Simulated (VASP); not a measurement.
# TiAl (Amm2) in VASP: a series of runs

Runs on TiAl. Level: r2SCAN. Tasks: single point.

All numbers are computed with VASP 6.6.1; they aren't measurements. Logs are shortened: lines on timing, memory, paths and dates and some standing lists are left out, and cuts for length are marked.

## Step 1: The cell of the first run

It takes space group Amm2 (No. 38, orthorhombic). The conventional cell has a = 4.678 Å, b = 2.839 Å, c = 4.966 Å, α = 90.00°, β = 90.00°, γ = 90.00°. Within 3.7 Å of Ti (site symmetry mm2) lie 6 Ti at 2.84 to 2.86 Å and 6 Al at 2.86 to 2.87 Å. Within 3.7 Å of Al (site symmetry mm2) lie 6 Al at 2.84 to 2.86 Å and 6 Ti at 2.86 to 2.87 Å.

## Step 2: Single point, r2SCAN (strain -0.0100 x Voigt [1, 0, 0, 0, 0, 0])

File POSCAR:

```
TiAl
1.0
    2.8385896104      0.0000000000      0.0000000000
   -1.4192948052      2.4831219328      0.0000000000
    0.0000000000      0.0000000000      4.6780830000
Ti Al
1 1
Direct
    0.0000000000      0.0000000000      0.0000000000
    0.3333333333      0.6666666667      0.5000000000
```

File INCAR.step1:

```
SYSTEM = TiAl
PREC = Accurate
ENCUT = 520
ISMEAR = 0
SIGMA = 0.15
LREAL = .False.
LASPH = .True.
NELM = 100
NBANDS = 14
GGA = PE
ALGO = Normal
EDIFF = 1E-4
LWAVE = .True.
LCHARG = .False.
```

File INCAR.step2:

```
SYSTEM = TiAl
PREC = Accurate
ENCUT = 520
EDIFF = 1E-7
ISMEAR = 0
SIGMA = 0.15
LREAL = .False.
LASPH = .True.
NELM = 100
ALGO = Normal
ISIF = 2
LWAVE = .False.
LCHARG = .False.
METAGGA = R2SCAN
LMIXTAU = .True.
NBANDS = 14
ISTART = 1
```

File KPOINTS:

```
Automatic mesh
0
Gamma
  18 18 10
  0 0 0
```

Potentials or basis: VASP PAW PBE potentials, release 64 (Ti_sv, Al).

On the command line:

```console
$ cat potpaw_PBE.64/Ti_sv/POTCAR potpaw_PBE.64/Al/POTCAR > POTCAR
$ cp INCAR.step1 INCAR
$ mpirun -np 1 vasp_std > vasp.out
$ cp INCAR.step2 INCAR
$ mpirun -np 1 vasp_std > vasp.out
```

OUTCAR:

```text
SYSTEM = TiAl
   PREC = Accurate
   ENCUT = 520
   EDIFF = 1E-7
   ISMEAR = 0
   LREAL = .False.
   LASPH = .True.
   NELM = 100
   ISIF = 2
   METAGGA = R2SCAN
   ISTART = 1

 ion  position               nearest neighbor table
   1  0.000  0.000  0.000-   2 2.86   2 2.86   2 2.86   2 2.86   2 2.87   2 2.87
   2  0.333  0.667  0.500-   1 2.86   1 2.86   1 2.86   1 2.86   1 2.87   1 2.87

  LATTYP: Found a base centered orthorhombic cell.
 ALAT       =     2.8385896104
 B/A-ratio  =     1.7495462702
 C/A-ratio  =     1.6480307625

  Lattice vectors:

 A1 = (   1.4192948052,  -2.4831219328,   0.0000000000)
 A2 = (   1.4192948052,   2.4831219328,   0.0000000000)
 A3 = (   0.0000000000,   0.0000000000,   4.6780830000)

Analysis of symmetry for initial positions (statically):
=====================================================================
 Subroutine PRICEL returns:
 Original cell was already a primitive cell.

 Routine SETGRP: Setting up the symmetry group for a
 base centered orthorhombic supercell.

 Subroutine GETGRP returns: Found  4 space group operations
 (whereof  4 operations were pure point group operations)
 out of a pool of  8 trial point group operations.

The static configuration has the point symmetry C_2v.

Analysis of symmetry for dynamics (positions and initial velocities):
=====================================================================
 Subroutine PRICEL returns:
 Original cell was already a primitive cell.

 Routine SETGRP: Setting up the symmetry group for a
 base centered orthorhombic supercell.

 Subroutine GETGRP returns: Found  4 space group operations
 (whereof  4 operations were pure point group operations)
 out of a pool of  8 trial point group operations.

The dynamic configuration has the point symmetry C_2v.

 Subroutine INISYM returns: Found  4 space group operations
 (whereof  4 operations are pure point group operations),
 and found     1 'primitive' translations

----------------------------------------------------------------------------------------

                                     Primitive cell

  volume of cell :      32.9738

  direct lattice vectors                    reciprocal lattice vectors
     2.838589610  0.000000000  0.000000000     0.352287628  0.201359423  0.000000000
    -1.419294805  2.483121933  0.000000000     0.000000000  0.402718846  0.000000000
     0.000000000  0.000000000  4.678083000     0.000000000  0.000000000  0.213762774

  length of vectors
     2.838589610  2.860121025  4.678083000     0.405773570  0.402718846  0.213762774

  position of ions in fractional coordinates (direct lattice)
     0.000000000  0.000000000  0.000000000
     0.333333333  0.666666667  0.500000000

  ion indices of the primitive-cell ions
   primitive index   ion index
                 1           1
                 2           2

----------------------------------------------------------------------------------------

 KPOINTS: Automatic mesh

Automatic generation of k-mesh.
 Grid dimensions read from file:
 generate k-points for:   18   18   10

 Generating k-lattice:

  Cartesian coordinates                     Fractional coordinates (reciprocal lattice)
     0.019571535  0.011186635  0.000000000     0.055555556  0.000000000  0.000000000
     0.000000000  0.022373269  0.000000000     0.000000000  0.055555556  0.000000000
     0.000000000  0.000000000  0.021376277     0.000000000  0.000000000  0.100000000

  Length of vectors
     0.022542976  0.022373269  0.021376277

  Shift w.r.t. Gamma in fractional coordinates (k-lattice)
     0.000000000  0.000000000  0.000000000

 Subroutine IBZKPT returns following result:
 ===========================================

 Found    546 irreducible k-points:

 Following reciprocal coordinates:
            Coordinates               Weight
  0.000000  0.000000  0.000000      1.000000
  0.055556 -0.000000  0.000000      4.000000
  0.111111 -0.000000  0.000000      4.000000
  0.166667 -0.000000  0.000000      4.000000
  0.222222 -0.000000  0.000000      4.000000
  0.277778  0.000000  0.000000      4.000000
[... 16 lines left out ...]
 -0.333333  0.055556  0.000000      4.000000
 -0.277778  0.055556  0.000000      4.000000
 [... further k-points ...]
   k-points           NKPTS =    546   k-points in BZ     NKDIM =    546   number of bands    NBANDS=     14
   number of dos      NEDOS =    301   number of ions     NIONS =      2
   total plane-waves  NPLWV =  20736
   dimension x,y,z NGX =    24 NGY =   24 NGZ =   36
   dimension x,y,z NGXF=    48 NGYF=   48 NGZF=   72
   ions per type =               1   1
   NGX,Y,Z   is equivalent  to a cutoff of  14.06, 13.95, 12.79 a.u.
   NGXF,Y,Z  is equivalent  to a cutoff of  28.11, 27.90, 25.59 a.u.
 SYSTEM =  TiAl
   PREC   = accura    normal or accurate (medium, high low for compatibility)
   ISTART =      1    job   : 0-new  1-cont  2-samecut
   ICHARG =      0    charge: 1-file 2-atom 10-const
   ISPIN  =      1    spin polarized calculation?
   LNONCOLLINEAR =      F non collinear calculations
   LSORBIT =      F    spin-orbit coupling
   LASPH  =      T    aspherical Exc in radial PAW
   ENCUT  =  520.0 eV  38.22 Ry    6.18 a.u.   5.28  5.32  8.70*2*pi/ulx,y,z
   NELM   =    100;   NELMIN=  2; NELMDL=  0     # of ELM steps
   EDIFF  = 0.1E-06   stopping-criterion for ELM
   LREAL  =      F    real-space projection
   EDIFFG = 0.1E-05   stopping-criterion for IOM
   NSW    =      0    number of steps for IOM
   IBRION =     -1    ionic relax: 0-MD 1-quasi-New 2-CG
   NFREE  =      0    steps in history (QN), initial steepest desc. (CG)
   ISIF   =      2    stress and relaxation
   ISYM   =      2    0-nonsym 1-usesym 2-fastsym
   POTIM  = 0.5000    time-step for ionic-motion
   TEBEG  =    0.0;   TEEND  =   0.0 temperature during run
   PSTRESS=    0.0 pullay stress
   NELECT =      15.0000    total number of electrons
   NUPDOWN=      -1.0000    fix difference up-down
   EMIN   =  10.00;   EMAX   =-10.00  energy-range for DOS
   EFERMI =   0.00;   METHOD = LEGACY
   ISMEAR =     0;   SIGMA  =   0.15  broadening in eV -4-tet -1-fermi 0-gaus
   EFERMI_NEDOS =   21; number of points for ismear=-14 and -15
   IALGO  =     38    algorithm
   IMIX   =      4    mixing-type and parameters
     AMIX     =   0.40;   BMIX     =  1.00
     AMIX_MAG =   1.60;   BMIX_MAG =  1.00
  volume/ion in A,a.u.               =      16.49       111.26
  Fermi-wavevector in a.u.,A,eV,Ry     =   1.259068  2.379293 21.568653  1.585251
  Thomas-Fermi vector in A             =   2.392646
   LORBIT       =      0    0 simple, 1 ext, 2 COOP (PROOUT), +10 PAW based schemes
   METAGGA = R2SCAN    functional components
   LHFCALC =     F    Hartree Fock is set to
   AEXX    =    0.0000 exact exchange contribution
   IVDW    =     0    specifies the selected vdW correction
   LEPSILON=     F    determine dielectric tensor
   LRPA    =     F    only Hartree local field effects (RPA)
 non-spin polarized calculation
 Gauss-broadening in eV      SIGMA  =   0.15
  energy-cutoff  :      520.00
  volume of cell :       32.97
 maximum number of plane-waves:       904
 NGX is ok and might be reduce to    24
   NGX = 11   NGY = 11   NGZ = 17

 number of electron      15.0000001 magnetization

 Free energy of the ion-electron system (eV)
  ---------------------------------------------------
  ext. energy  EPLUGINS =         0.00000000
  ---------------------------------------------------
  free energy    TOTEN  =       -20.24599897 eV

  energy without entropy =      -20.22106830  energy(sigma->0) =      -20.23353363

 E-fermi :   7.9472     XC(G=0): -11.7921

 val. band max:        7.9467490914   @ k =   0.3889   0.2222   0.4000
 cond. band min:       7.9472645329   @ k =   0.3889   0.2778   0.3000
 fundamental gap:      0.0005154415
 Fermi energy:         7.9472442644

 k-point     1 :       0.0000    0.0000    0.0000
  band No.  band energies     occupation
      1     -50.8858      2.00000
      2     -26.1635      2.00000
      3     -25.7212      2.00000
      4     -25.7109      2.00000
      5      -1.5687      2.00000
      6       5.4810      2.00000
      7       5.8059      2.00000
      8       9.3288      0.00000
      9       9.4660      0.00000
     10      11.0493      0.00000
     11      11.0803      0.00000
     12      12.1488      0.00000
     13      21.5877      0.00000
     14      21.8826      0.00000

 k-point     2 :       0.0556   -0.0000    0.0000
  band No.  band energies     occupation
      1     -50.8826      2.00000
      2     -26.1603      2.00000
      3     -25.7348      2.00000
      4     -25.7217      2.00000
      5      -1.4861      2.00000
      6       5.5703      2.00000
      7       5.8227      2.00000
      8       9.3183      0.00000
      9       9.4592      0.00000
     10      11.0308      0.00000
     11      11.0867      0.00000
     12      12.1691      0.00000
     13      20.4695      0.00000
     14      20.9167      0.00000

 k-point     3 :       0.1111   -0.0000    0.0000
  band No.  band energies     occupation
      1     -50.8732      2.00000
      2     -26.1512      2.00000
      3     -25.7905      2.00000
      4     -25.7359      2.00000
      5      -1.2398      2.00000
      6       5.8270      2.00000
      7       5.8714      2.00000
      8       9.1117      0.00000
      9       9.6320      0.00000
     10      10.9664      0.00000
     11      11.1212      0.00000
     12      12.2258      0.00000
     13      18.4893      0.00000
     14      19.9455      0.00000
[... 324 lines left out ...]
 k-point    23 :      -0.3333    0.0556    0.0000
  band No.  band energies     occupation
      1     -50.8118      2.00000
      2     -26.1495      2.00000
      3     -26.0914      2.00000
      4     -25.8258      2.00000
      5       0.8995      2.00000
      6       6.2086      2.00000
      7       7.0038      2.00000
      8       8.0543      0.31260
      9      10.4564      0.00000
     10      11.0331      0.00000
     11      11.6932      0.00000
     12      12.2321      0.00000
     13      13.3048      0.00000
     14      16.5795      0.00000

 k-point    24 :      -0.2778    0.0556    0.0000
  band No.  band energies     occupation
      1     -50.8300      2.00000
      2     -26.1091      2.00000
      3     -26.0447      2.00000
      4     -25.7993      2.00000
      5       0.1251      2.00000
      6       6.1047      2.00000
      7       6.8738      2.00000
      8       8.2765      0.00191
      9      10.6097      0.00000
     10      10.6186      0.00000
     11      11.4621      0.00000
     12      12.4023      0.00000
     13      14.1237      0.00000
     14      17.1520      0.00000

 [... further k-points ...]

------------------------ aborting loop because EDIFF is reached ----------------------------------------

  FORCE on cell =-STRESS in cart. coord.  units (eV):
  Direction    XX          YY          ZZ          XY          YZ          ZX
  --------------------------------------------------------------------------------------
  -------------------------------------------------------------------------------------
  Total        0.2865238      0.0759095     -0.3191630      0.0000000      0.0000000      0.0000000
  in kB       13.9220330      3.6884018    -15.5079554      0.0000000      0.0000000      0.0000000
  external PRESSURE =       0.7008265 kB  Pullay stress =       0.0000000 kB

 VOLUME and BASIS-vectors are now :
 -----------------------------------------------------------------------------
  energy-cutoff  :      520.00
  volume of cell :       32.97
      direct lattice vectors                 reciprocal lattice vectors
     2.838589610  0.000000000  0.000000000     0.352287628  0.201359423  0.000000000
    -1.419294805  2.483121933  0.000000000     0.000000000  0.402718846  0.000000000
     0.000000000  0.000000000  4.678083000     0.000000000  0.000000000  0.213762774

 POSITION                                       TOTAL-FORCE (eV/Angst)
 -----------------------------------------------------------------------------------
      0.00000      0.00000      0.00000        -0.000000      0.034852      0.000000
     -0.00000      1.65541      2.33904         0.000000     -0.034852      0.000000
 -----------------------------------------------------------------------------------
    total drift:                                0.000000     -0.000121     -0.000000

  FREE ENERGIE OF THE ION-ELECTRON SYSTEM (eV)
  ---------------------------------------------------
  free  energy   TOTEN  =       -20.2459989729 eV

  energy  without entropy=      -20.2210682968  energy(sigma->0) =      -20.23353363
```

It took 16 min on 1 thread of Intel Xeon Platinum 8259CL at 2.50GHz (Skylake/Cascade Lake), shared host; peak memory 0.38 GiB.

Results:

```yaml
Free_energy: -20.2460 eV
Pressure: 0.1 GPa
Largest_force: 0.035 eV/Å
```

Forces on the atoms (eV/Å):
```
Ti   0.000  0.035  0.000
Al   0.000 -0.035  0.000
```

Caveat: the cell differs from its parent crystal (strain -0.0100 x Voigt [1, 0, 0, 0, 0, 0]); the PAW data sets were made with another functional, which shifts forces and pressure a little.

## Step 3: Single point, r2SCAN (strain +0.0150 x Voigt [1, 0, 0, 0, 0, 0])

File POSCAR:

```
TiAl
1.0
    2.9102711662      0.0000000000      0.0000000000
   -1.4551355831      2.4831219328      0.0000000000
    0.0000000000      0.0000000000      4.6780830000
Ti Al
1 1
Direct
    0.0000000000      0.0000000000      0.0000000000
    0.3333333333      0.6666666667      0.5000000000
```

File INCAR.step1:

```
ALGO     = Normal         # electronic algorithm
EDIFF    = 1E-4           # SCF threshold, eV
ENCUT    = 520            # plane-wave cutoff, eV
GGA      = PE             # functional
ISMEAR   = 0              # smearing method
LASPH    = True           # aspherical terms in the spheres
LCHARG   = False          # write CHGCAR
LREAL    = False          # projectors in reciprocal space
LWAVE    = True           # write WAVECAR
NBANDS   = 14             # bands
NELM     = 60             # most SCF steps
PREC     = Accurate       # precision mode
SIGMA    = 0.15           # smearing width, eV
```

File INCAR.step2:

```
ALGO     = Normal         # electronic algorithm
EDIFF    = 1E-7           # SCF threshold, eV
ENCUT    = 520            # plane-wave cutoff, eV
ISIF     = 2              # what is computed and relaxed
ISMEAR   = 0              # smearing method
ISTART   = 1            
LASPH    = True           # aspherical terms in the spheres
LCHARG   = False          # write CHGCAR
LMIXTAU  = True         
LREAL    = False          # projectors in reciprocal space
LWAVE    = False          # write WAVECAR
METAGGA  = R2SCAN         # meta-GGA
NBANDS   = 14             # bands
NELM     = 60             # most SCF steps
PREC     = Accurate       # precision mode
SIGMA    = 0.15           # smearing width, eV
```

File KPOINTS:

```
k-points
0
Gamma
  18 18 10
```

Potentials or basis: VASP PAW PBE potentials, release 64 (Ti_sv, Al).

On the command line:

```console
$ cat potpaw_PBE.64/Ti_sv/POTCAR potpaw_PBE.64/Al/POTCAR > POTCAR
$ cp INCAR.step1 INCAR
$ mpirun -np 1 vasp_std > vasp.out
$ cp INCAR.step2 INCAR
$ mpirun -np 1 vasp_std > vasp.out
```

Wall time 12 min (1 thread of Intel Xeon Platinum 8488C (Sapphire Rapids), shared host); peak memory 0.39 GiB.

Results (log left out):

| Item | Value |
| --- | --- |
| Free energy | -20.2420 eV |
| Pressure | -2.5 GPa |
| Largest force | 0.051 eV/Å |

Forces on the atoms (eV/Å):
```
Ti   0.000 -0.051  0.000
Al   0.000  0.051  0.000
```

Stress tensor (GPa, compression positive):
```
-2.90  0.00  0.00
 0.00 -1.50  0.00
 0.00  0.00 -3.13
```

Levels at points of the mesh, in eV from the Fermi level:
| k point | band 6 | band 7 | band 8 | band 9 | band 10 | band 11 |
| --- | --- | --- | --- | --- | --- | --- |
| (0.00, 0.00, 0.00) | -2.38 | -2.02 | 1.31 | 1.51 | 2.97 | 3.01 |
| (0.50, 0.00, 0.00) | -3.06 | -1.51 | -0.97 | 2.34 | 4.07 | 4.21 |
| (0.00, 0.50, 0.00) | -2.91 | -1.47 | -0.96 | 2.25 | 4.11 | 4.21 |
| (0.00, 0.00, 0.50) | -5.58 | -0.38 | 1.32 | 1.52 | 2.88 | 2.93 |
| (0.50, 0.00, 0.50) | -2.58 | -1.87 | 0.32 | 1.04 | 2.14 | 3.23 |
| (0.00, 0.50, 0.50) | -2.46 | -1.87 | 0.46 | 1.09 | 2.02 | 3.29 |

Caveat: the cell differs from its parent crystal (strain +0.0150 x Voigt [1, 0, 0, 0, 0, 0]); the PAW data sets were made with another functional, which shifts forces and pressure a little.

(Continued in part 2 of 2.)
